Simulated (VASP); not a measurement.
Crystal: NaI.

```xyz
2
Lattice="0.0000 3.2297 3.2297 3.2297 0.0000 3.2297 3.2297 3.2297 0.0000" Properties=species:S:1:pos:R:3 pbc="T T T"
Na    0.0000    0.0000    0.0000
I     3.2297    3.2297    3.2297
```

Base run:

- Program: VASP 6.6.1
- Functional: PBE
- Potentials or basis: VASP PAW PBE potentials, release 64 (Na_pv, I)
- Cutoff: 520 eV
- k mesh: 6 × 6 × 6
- Occupations: gaussian, width 0.01 eV
- Spin: no spin polarisation

Its results: band gap on the k mesh 3.66 eV, direct; pressure 0.5 GPa.

**Question.** The run is repeated on the same cell with these changes: functional from PBE to r2SCAN. What comes out?

**Answer.** Band gap on the k mesh 4.46 eV, direct; pressure -0.1 GPa.

r2SCAN gives the wider gap, since meta-GGAs in the generalised Kohn-Sham scheme recover part of the derivative discontinuity.

Caveats: spin-orbit coupling is left out, which moves the levels of the heavy elements; the PAW data sets were made with another functional, which shifts forces and pressure a little (some runs).

